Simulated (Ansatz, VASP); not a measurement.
**SnSe in VASP and in Ansatz**

```
Sn Se
1.0
     4.12557    0.00000    0.00000
    -2.06278    3.57285    0.00000
     0.00000    0.00000    7.48223
Sn Se
2 2
Direct
  0.00000 0.00000 0.00000
  0.00000 0.00000 0.50000
  0.33333 0.66667 0.25000
  0.66667 0.33333 0.75000
```

Alike in both runs: functional r2SCAN; k mesh 6 × 6 × 4; occupations gaussian, width 0.1 eV; no spin polarisation.

Ansatz relaxed the structure, and its values are those at the end. VASP's run is a single point on that final structure, the one shown.

|  | VASP | Ansatz |
| --- | --- | --- |
| version | VASP 6.6.1 | Ansatz 0.2.0 |
| potentials or method | VASP PAW PBE potentials, release 64 (Sn_d, Se), cutoff 520 eV | scalar-relativistic, plane waves, PAW |
| valence electrons in the cell | 40 | 60 |

|  | VASP | Ansatz | Ansatz less VASP |
| --- | --- | --- | --- |
| gap on the k mesh at the Fermi level (eV) | none | none | - |
| pressure (GPa) | 0.3 | 0.3 | 0.00 |

VASP's potentials were made for PBE, not for r2SCAN. A gap of «none» marks a metal or a gap that the smearing closes. With one functional, cell and mesh, what is left measures potentials, basis and numerics. VASP's potentials hold 40 valence electrons a cell and Ansatz's 60, so a difference there can come from the potentials and not from the codes.
